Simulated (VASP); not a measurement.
Here is a VASP 6.6.1 calculation.

Contents of INCAR:

```
SYSTEM = C
PREC = Accurate
ENCUT = 520
EDIFF = 1E-8
ISMEAR = -1
SIGMA = 0.03
LREAL = .False.
LASPH = .True.
NELM = 120
ALGO = Normal
ISIF = 2
LWAVE = .False.
LCHARG = .False.
GGA = CA
LEFG = .True.
NBANDS = 11
GGA_COMPAT = .False.
```

Contents of KPOINTS:

```
Automatic mesh
0
Gamma
  16 16 16
  0 0 0
```

Contents of POSCAR:

```
C
1.0
    0.0000000000      1.8012340000      1.7834000000
    1.8012340000      0.0000000000      1.7834000000
    1.8012340000      1.8012340000      0.0000000000
C
2
Direct
    0.5000000000      0.5000000000      0.5000000000
    0.7500000000      0.7500000000      0.7500000000
```

Potentials or basis: VASP PAW LDA potentials, release 64 (C).

Command:

```bash
$ cat potpaw_LDA.64/C/POTCAR > POTCAR
$ mpirun -np 1 vasp_std > vasp.out
```

**Question.** What does it give for the band gap on the k mesh?

**Answer.** 3.80 eV (least direct gap 5.31 eV).

**Question.** Predict the pressure.

**Answer.** -19.8 GPa.

Stress tensor (GPa, compression positive):
```
-22.75   0.00   0.00
  0.00 -22.75   0.00
  0.00   0.00 -13.83
```

Caveat: the cell differs from its parent crystal (equal xx and yy strain of +1 %); the stress differs along the axes, from -23 to -14 GPa; without QUAD_EFG the Cq values of the log hold for a quadrupole moment of 1 mb, not for the nuclei. A k mesh can miss the band edges.
